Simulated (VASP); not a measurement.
The system is Mg2FeH6.

```
Mg Fe H
1.0
     0.00000    3.21500    3.21500
     3.21500    0.00000    3.21500
     3.21500    3.21500    0.00000
Mg Fe H
2 1 6
Direct
  0.25000 0.25000 0.25000
  0.75000 0.75000 0.75000
  0.00000 0.00000 0.00000
  0.75800 0.24200 0.24200
  0.24200 0.75800 0.24200
  0.24200 0.75800 0.75800
  0.75800 0.24200 0.75800
  0.24200 0.24200 0.75800
  0.75800 0.75800 0.24200
```

```yaml
Program: VASP 6.6.1
Task: relaxation of cell and atoms
Functional: LDA
Potentials_or_basis: VASP PAW LDA potentials, release 64 (Mg, Fe, H)
Cutoff: 600 eV
k_mesh: 8 × 8 × 8
Occupations: gaussian, width 0.02 eV
Spin: no spin polarisation
```

At the start: pressure -6.5 GPa; volume 7.38 Å³/atom.

Question: Where does the relaxation end?

Answer: Over 7 steps the energy falls by 11.5 meV/atom and the volume is 6.83 Å³/atom (-7.5 %); space group Fm-3m (No. 225, to 0.05 Å).

The path:
| step | energy change (eV) | largest force (eV/Å) | pressure (GPa) | volume (Å³) |
| --- | --- | --- | --- | --- |
| 1 | 0.0000 | 0.0655 | -6.54 | 66.46 |
| 2 | -0.0732 | 0.2186 | -1.74 | 63.60 |
| 3 | -0.0763 | 0.3009 | -0.17 | 62.85 |
| 4 | -0.0967 | 0.1555 | 0.00 | 62.08 |
| 5 | -0.1034 | 0.0245 | 0.26 | 61.37 |
| 6 | -0.1034 | 0.0152 | 0.28 | 61.32 |
| 7 | -0.1035 | 0.0036 | -0.07 | 61.49 |

Final structure:
```xyz
9
Lattice="0.0000 3.1327 3.1327 3.1327 0.0000 3.1327 3.1327 3.1327 0.0000" Properties=species:S:1:pos:R:3 pbc="T T T"
Mg    1.5663    1.5663    1.5663
Mg    4.6990    4.6990    4.6990
Fe    6.2654    3.1327    3.1327
H     1.5413    3.1327    3.1327
H     3.1327    1.5413    3.1327
H     4.7240    3.1327    3.1327
H     3.1327    4.7240    3.1327
H     3.1327    3.1327    1.5413
H     3.1327    3.1327    4.7240
```
